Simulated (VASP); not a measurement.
# TiO2 in VASP: a series of runs

TiO2 is run at these levels: PBE+U; tasks: single point.

All numbers are computed with VASP 6.6.1; they aren't measurements. Logs are shortened: lines on timing, memory, paths and dates and some standing lists are left out, and cuts for length are marked.

**1. The cell of the first run**

The typed cell holds 6 atoms: a = 3.838 Å, b = 3.838 Å, c = 5.615 Å, α = 109.98°, β = 109.98°, γ = 90.00°.

**2. Single point, PBE+U (atoms shifted along a free coordinate)**

File INCAR:

```
ALGO = Normal ; EDIFF = 1E-7
ENCUT = 520 ; GGA = PE
ISIF = 2 ; ISMEAR = 0
LASPH = T ; LCHARG = T
LDAU = T ; LDAUJ = 0 0
LDAUL = 2 -1 ; LDAUPRINT = 1
LDAUTYPE = 2 ; LDAUU = 4 0
LELF = T ; LMAXMIX = 4
LREAL = F ; LVHAR = T
LWAVE = F ; NBANDS = 33
NELM = 150 ; PREC = Accurate
SIGMA = 0.05
```

File KPOINTS:

```
k-points
0
Gamma
  6 6 6
```

File POSCAR:

```
TiO2
1.0
    2.7135409263     -2.7136163321     -0.0202485480
    2.7135409263      2.7136163321     -0.0202485480
   -2.6767287785      0.0000000000      4.9358366747
Ti O
2 4
Direct
    0.1250069486      0.8749930514      0.2500000000
    0.8749930514      0.1250069486      0.7500000000
    0.3271550908      0.0771783661      0.6543199035
    0.6728449092      0.9228216339      0.3456800965
    0.9228216339      0.6728449092      0.8456800965
    0.0771783661      0.3271550908      0.1543199035
```

Potentials or basis: VASP PAW PBE potentials, release 64 (Ti_sv, O).

Launch:

```bash
cat potpaw_PBE.64/Ti_sv/POTCAR potpaw_PBE.64/O/POTCAR > POTCAR
mpirun -np 1 vasp_std > vasp.out
```

OUTCAR:

```text
EDIFF = 1E-7
   ENCUT = 520
   GGA = PE
   ISIF = 2
   ISMEAR = 0
   LASPH = T
   LREAL = F
   NELM = 150
   PREC = Accurate

 ion  position               nearest neighbor table
   1  0.125  0.875  0.250-   4 1.98   6 1.98   4 1.98   6 1.98   3 1.99   5 1.99
   2  0.875  0.125  0.750-   3 1.98   5 1.98   5 1.98   3 1.98   6 1.99   4 1.99
   3  0.327  0.077  0.654-   2 1.98   2 1.98   1 1.99
   4  0.673  0.923  0.346-   1 1.98   1 1.98   2 1.99
   5  0.923  0.673  0.846-   2 1.98   2 1.98   1 1.99
   6  0.077  0.327  0.154-   1 1.98   1 1.98   2 1.99

  LATTYP: Found a base centered monoclinic cell.
 ALAT       =     5.4272329459
 B/A-ratio  =     0.9999999481
 C/A-ratio  =     1.0345830160
 COS(beta)  =    -0.4832630161

  Lattice vectors:

 A1 = (   2.7135409263,  -2.7136163321,  -0.0202485480)
 A2 = (   2.7135409263,   2.7136163321,  -0.0202485480)
 A3 = (  -2.6767287785,   0.0000000000,   4.9358366747)

Analysis of symmetry for initial positions (statically):
=====================================================================
 Subroutine PRICEL returns:
 Original cell was already a primitive cell.

 Routine SETGRP: Setting up the symmetry group for a
 base centered monoclinic supercell.

 Subroutine GETGRP returns: Found  4 space group operations
 (whereof  2 operations were pure point group operations)
 out of a pool of  4 trial point group operations.

The static configuration has the point symmetry S_2 .
 The point group associated with its full space group is C_2h.

Analysis of symmetry for dynamics (positions and initial velocities):
=====================================================================
 Subroutine PRICEL returns:
 Original cell was already a primitive cell.

 Routine SETGRP: Setting up the symmetry group for a
 base centered monoclinic supercell.

 Subroutine GETGRP returns: Found  4 space group operations
[... 196 lines left out ...]
 -0.0000  0.0000  0.2498  0.0019  0.0000
  0.0000  0.0000  0.0019  0.1007  0.0000
  0.0000  0.0000  0.0000  0.0000  0.0989

spin component  2

  0.2378 -0.0010 -0.0000  0.0000  0.0000
 -0.0010  0.1007  0.0000  0.0000  0.0000
 -0.0000  0.0000  0.2498  0.0019  0.0000
  0.0000  0.0000  0.0019  0.1007  0.0000
  0.0000  0.0000  0.0000  0.0000  0.0989

 occupancies and eigenvectors

  o =  0.0989  v = -0.0000 -0.0000 -0.0000  0.0060 -1.0000  0.0000  0.0000  0.0000  0.0000  0.0000      0.0000  0.0000  0.0000  0.0000  0.0000  0.0000  0.0000  0.0000  0.0000  0.0000
  o =  0.0989  v =  0.0000  0.0000  0.0000  0.0000  0.0000 -0.0000 -0.0000 -0.0000  0.0060 -1.0000      0.0000  0.0000  0.0000  0.0000  0.0000  0.0000  0.0000  0.0000  0.0000  0.0000
  o =  0.1007  v =  0.0000  0.0000  0.0130 -0.9999 -0.0060  0.0000  0.0000  0.0000  0.0000  0.0000      0.0000  0.0000  0.0000  0.0000  0.0000  0.0000  0.0000  0.0000  0.0000  0.0000
  o =  0.1007  v =  0.0000  0.0000  0.0000  0.0000  0.0000  0.0000  0.0000  0.0130 -0.9999 -0.0060      0.0000  0.0000  0.0000  0.0000  0.0000  0.0000  0.0000  0.0000  0.0000  0.0000
  o =  0.1007  v =  0.0075  1.0000 -0.0000  0.0000  0.0000  0.0000  0.0000  0.0000  0.0000  0.0000      0.0000  0.0000  0.0000  0.0000  0.0000  0.0000  0.0000  0.0000  0.0000  0.0000
  o =  0.1007  v =  0.0000  0.0000  0.0000  0.0000  0.0000  0.0075  1.0000 -0.0000  0.0000  0.0000      0.0000  0.0000  0.0000  0.0000  0.0000  0.0000  0.0000  0.0000  0.0000  0.0000
  o =  0.2378  v =  0.0000  0.0000  0.0000  0.0000  0.0000  1.0000 -0.0075 -0.0000  0.0000  0.0000      0.0000  0.0000  0.0000  0.0000  0.0000  0.0000  0.0000  0.0000  0.0000  0.0000
  o =  0.2378  v =  1.0000 -0.0075 -0.0000  0.0000  0.0000  0.0000  0.0000  0.0000  0.0000  0.0000      0.0000  0.0000  0.0000  0.0000  0.0000  0.0000  0.0000  0.0000  0.0000  0.0000
  o =  0.2498  v = -0.0000 -0.0000 -0.9999 -0.0130 -0.0000  0.0000  0.0000  0.0000  0.0000  0.0000      0.0000  0.0000  0.0000  0.0000  0.0000  0.0000  0.0000  0.0000  0.0000  0.0000
  o =  0.2498  v =  0.0000  0.0000  0.0000  0.0000  0.0000 -0.0000 -0.0000 -0.9999 -0.0130 -0.0000      0.0000  0.0000  0.0000  0.0000  0.0000  0.0000  0.0000  0.0000  0.0000  0.0000

 number of electron      47.9999999 magnetization

 Free energy of the ion-electron system (eV)
  ---------------------------------------------------
  ext. energy  EPLUGINS =         0.00000000
  ---------------------------------------------------
  free energy    TOTEN  =       -48.48439060 eV

  energy without entropy =      -48.48439060  energy(sigma->0) =      -48.48439060

 E-fermi :   3.3620     XC(G=0): -10.4188

 val. band max:        3.0080712236   @ k =   0.0000   0.0000   0.5000
 cond. band min:       5.7462333829   @ k =   0.0000   0.0000   0.0000
 fundamental gap:      2.7381621592
 Fermi energy:         3.3619651793

 k-point     1 :       0.0000    0.0000    0.0000
  band No.  band energies     occupation
      1     -54.4631      2.00000
      2     -54.4211      2.00000
      3     -30.8029      2.00000
      4     -30.6137      2.00000
      5     -30.6137      2.00000
      6     -30.5618      2.00000
[... 853 lines left out ...]
     32       8.9388      0.00000
     33       9.0545      0.00000

 [... further k-points ...]

------------------------ aborting loop because EDIFF is reached ----------------------------------------

  FORCE on cell =-STRESS in cart. coord.  units (eV):
  Direction    XX          YY          ZZ          XY          YZ          ZX
  --------------------------------------------------------------------------------------
  -------------------------------------------------------------------------------------
  Total        0.5648487      0.5641080      2.2466138      0.0000000      0.0000000      0.0124676
  in kB       12.5005209     12.4841301     49.7192355      0.0000000      0.0000000      0.2759173
  external PRESSURE =      24.9012955 kB  Pullay stress =       0.0000000 kB

 VOLUME and BASIS-vectors are now :
 -----------------------------------------------------------------------------
  energy-cutoff  :      520.00
  volume of cell :       72.40
      direct lattice vectors                 reciprocal lattice vectors
     2.713540926 -2.713616332 -0.020248548     0.185009766 -0.184255967  0.100331716
     2.713540926  2.713616332 -0.020248548     0.185009766  0.184255967  0.100331716
    -2.676728778  0.000000000  4.935836675     0.001517951  0.000000000  0.203423089

 POSITION                                       TOTAL-FORCE (eV/Angst)
 -----------------------------------------------------------------------------------
      2.04436      2.03517      1.21371         0.000000     -0.000026      0.000000
      0.70599     -2.03517      3.68163         0.000000      0.000026      0.000000
     -0.65426     -0.67834      3.22143         0.003925     -0.000073      0.540742
      3.40461      0.67834      1.67391        -0.003925      0.000073     -0.540742
      2.06625     -0.67834      4.14183        -0.003925     -0.000073     -0.540742
      0.68410      0.67834      0.75351         0.003925      0.000073      0.540742
 -----------------------------------------------------------------------------------
    total drift:                                0.000000     -0.000000      0.000000

  FREE ENERGIE OF THE ION-ELECTRON SYSTEM (eV)
  ---------------------------------------------------
  free  energy   TOTEN  =       -48.4843905967 eV

  energy  without entropy=      -48.4843905967  energy(sigma->0) =      -48.48439060
```

Wall time 4.7 min (1 thread of Intel Xeon 8259CL, shared host); peak memory 0.26 GiB.

What came out:

- Free energy: -48.4844 eV
- Pressure: 2.5 GPa
- Largest force: 0.541 eV/Å
- Band gap on the k mesh: 2.74 eV (least direct gap 2.94 eV)

Forces in eV/Å, atoms in the order of the input:
```
Ti   0.000  0.000  0.000
Ti   0.000  0.000  0.000
O    0.004  0.000  0.541
O   -0.004  0.000 -0.541
O   -0.004  0.000 -0.541
O    0.004  0.000  0.541
```

Stress tensor (GPa, compression positive):
```
1.25 0.00 0.03
0.00 1.25 0.00
0.03 0.00 4.97
```

Eigenvalues of the final occupation matrices:
```csv
site,spin,trace,eigenvalues
site 1 d,1,0.79,0.10 0.10 0.10 0.24 0.25
site 1 d,2,0.79,0.10 0.10 0.10 0.24 0.25
site 2 d,1,0.79,0.10 0.10 0.10 0.24 0.25
site 2 d,2,0.79,0.10 0.10 0.10 0.24 0.25
```

Caveat: the cell differs from its parent crystal (atoms shifted along a free coordinate).

**3. Single point, PBE+U (atoms shifted along a free coordinate)**

File INCAR:

```
SYSTEM = TiO2
PREC     = Accurate       ! precision mode
ENCUT    = 520            ! plane-wave cutoff, eV
EDIFF    = 1E-6           ! SCF threshold, eV
ISMEAR   = 0              ! smearing method
SIGMA    = 0.05           ! smearing width, eV
LREAL    = .FALSE.        ! projectors in reciprocal space
LASPH    = .TRUE.         ! aspherical terms in the spheres
NELM     = 150            ! most SCF steps
ALGO     = Normal         ! electronic algorithm
ISIF     = 2              ! what is computed and relaxed
LWAVE    = .FALSE.        ! write WAVECAR
LCHARG   = .FALSE.        ! write CHGCAR
LMAXMIX  = 4              ! l up to which the mixer works
LDAU     = .TRUE.         ! DFT+U
LDAUTYPE = 2            
LDAUL    = 2 -1           ! shell
LDAUU    = 4 0            ! U, eV
LDAUJ    = 0 0          
LDAUPRINT= 1            
GGA      = PE             ! functional
NBANDS   = 33             ! bands
```

File KPOINTS:

```
regular mesh
0
G
  6 6 6
  0 0 0
```

File POSCAR:

```
TiO2
1.0
    2.7135409263     -2.7136163321     -0.0202485480
    2.7135409263      2.7136163321     -0.0202485480
   -2.6767287785      0.0000000000      4.9358366747
Ti O
2 4
Direct
    0.1250069486      0.8749930514      0.2500000000
    0.8749930514      0.1250069486      0.7500000000
    0.3210199348      0.0710432101      0.6420495915
    0.6789800652      0.9289567899      0.3579504085
    0.9289567899      0.6789800652      0.8579504085
    0.0710432101      0.3210199348      0.1420495915
```

Potentials or basis: VASP PAW PBE potentials, release 64 (Ti_sv, O).

Launch:

```bash
cat potpaw_PBE.64/Ti_sv/POTCAR potpaw_PBE.64/O/POTCAR > POTCAR
mpirun -np 1 vasp_std > vasp.out
```

It took 4 min on 1 thread of Intel Xeon 8259CL, shared host; peak memory 0.26 GiB.

Results (log left out):

| Item | Value |
| --- | --- |
| Free energy | -48.2175 eV |
| Pressure | 6.8 GPa |
| Largest force | 1.728 eV/Å |
| Band gap on the k mesh | 2.76 eV (least direct gap 2.98 eV) |

Forces on the atoms (eV/Å):
```
Ti   0.000  0.000  0.000
Ti   0.000  0.000  0.000
O    0.013  0.000  1.728
O   -0.013  0.000 -1.728
O   -0.013  0.000 -1.728
O    0.013  0.000  1.728
```

Stress tensor (GPa, compression positive):
```
 1.69  0.00  0.11
 0.00  1.68  0.00
 0.11  0.00 17.07
```

Levels at points of the mesh, in eV from the valence-band top:
| k point | band 20 | band 21 | band 22 | band 23 | band 24 | band 25 | band 26 | band 27 | band 28 | band 29 |
| --- | --- | --- | --- | --- | --- | --- | --- | --- | --- | --- |
| (0.00, 0.00, 0.00) | -0.83 | -0.56 | -0.56 | -0.35 | -0.35 | 2.76 | 3.44 | 4.67 | 4.67 | 4.75 |
| (0.50, 0.00, 0.00) | -1.74 | -1.72 | -0.77 | -0.72 | -0.57 | 3.62 | 3.91 | 3.92 | 4.05 | 4.71 |
| (0.50, 0.50, 0.00) | -2.47 | -1.66 | -1.66 | -0.33 | -0.33 | 3.63 | 3.63 | 4.06 | 4.06 | 5.12 |
| (0.00, 0.00, 0.50) | -1.47 | -1.00 | -1.00 | 0.00 | 0.00 | 3.09 | 3.09 | 4.29 | 4.29 | 4.64 |
| (0.50, 0.00, 0.50) | -1.74 | -1.72 | -0.77 | -0.71 | -0.57 | 3.62 | 3.91 | 3.92 | 4.05 | 4.71 |
| (0.50, 0.50, 0.50) | -2.47 | -1.66 | -1.66 | -0.33 | -0.33 | 3.63 | 3.63 | 4.06 | 4.06 | 5.12 |

Eigenvalues of the final occupation matrices:
```csv
site,spin,trace,eigenvalues
site 1 d,1,0.80,0.09 0.11 0.11 0.23 0.27
site 1 d,2,0.80,0.09 0.11 0.11 0.23 0.27
site 2 d,1,0.80,0.09 0.11 0.11 0.23 0.27
site 2 d,2,0.80,0.09 0.11 0.11 0.23 0.27
```

Caveat: the cell differs from its parent crystal (atoms shifted along a free coordinate); the stress differs along the axes, from 2 to 17 GPa; forces of over 1 eV/Å act on the atoms, so gaps and moduli don't describe the material at rest. A k mesh can miss the band edges.
